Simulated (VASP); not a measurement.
Al2Cu: single point with PBE

Al2Cu:

```
Al Cu
1.0
     4.12116    0.00000    0.00000
     0.00000    4.12116    0.00000
     0.00000    0.00000    2.88473
Al Cu
2 1
Direct
  0.50000 0.00391 0.50000
  0.00000 0.48277 0.50000
  0.00000 0.00566 0.00000
```

* Program: VASP 6.6.1
* Task: single point
* Functional: PBE
* Potentials or basis: VASP PAW PBE potentials, release 64 (Al, Cu)
* Cutoff: 520 eV
* k mesh: 10 × 10 × 14
* Occupations: gaussian, width 0.15 eV
* Spin: no spin polarisation

* Pressure: 0.5 GPa
* Largest force: 0.820 eV/Å

Forces on the atoms (eV/Å):
```
Al   0.000 -0.185  0.000
Al   0.000  0.820  0.000
Cu   0.000 -0.635  0.000
```

Stress tensor (GPa, compression positive):
```
0.29 0.00 0.00
0.00 0.70 0.00
0.00 0.00 0.53
```

Levels at points of the mesh, in eV from the Fermi level:
| k point | band 7 | band 8 | band 9 | band 10 | band 11 | band 12 |
| --- | --- | --- | --- | --- | --- | --- |
| (0.00, 0.00, 0.00) | -2.37 | -2.34 | -0.15 | 0.91 | 6.09 | 6.10 |
| (0.50, 0.00, 0.00) | -4.00 | -1.03 | 1.53 | 1.75 | 1.85 | 7.47 |
| (0.00, 0.50, 0.00) | -3.99 | -1.08 | 1.57 | 1.70 | 1.89 | 7.45 |
| (0.50, 0.50, 0.00) | -4.03 | -4.02 | -2.39 | 8.51 | 8.53 | 9.34 |
| (0.00, 0.00, 0.50) | -2.96 | 2.43 | 2.52 | 2.53 | 2.79 | 2.84 |
| (0.50, 0.00, 0.50) | -3.00 | -2.43 | -1.67 | 3.66 | 4.03 | 4.26 |
| (0.00, 0.50, 0.50) | -3.00 | -2.40 | -1.67 | 3.61 | 4.00 | 4.40 |
| (0.50, 0.50, 0.50) | -2.24 | -2.23 | -0.85 | -0.77 | -0.08 | -0.07 |

Wall time 79 s on 1 thread of Intel(R) Xeon(R) 6975P-C (Granite Rapids) (shared host), peak memory 0.33 GiB.
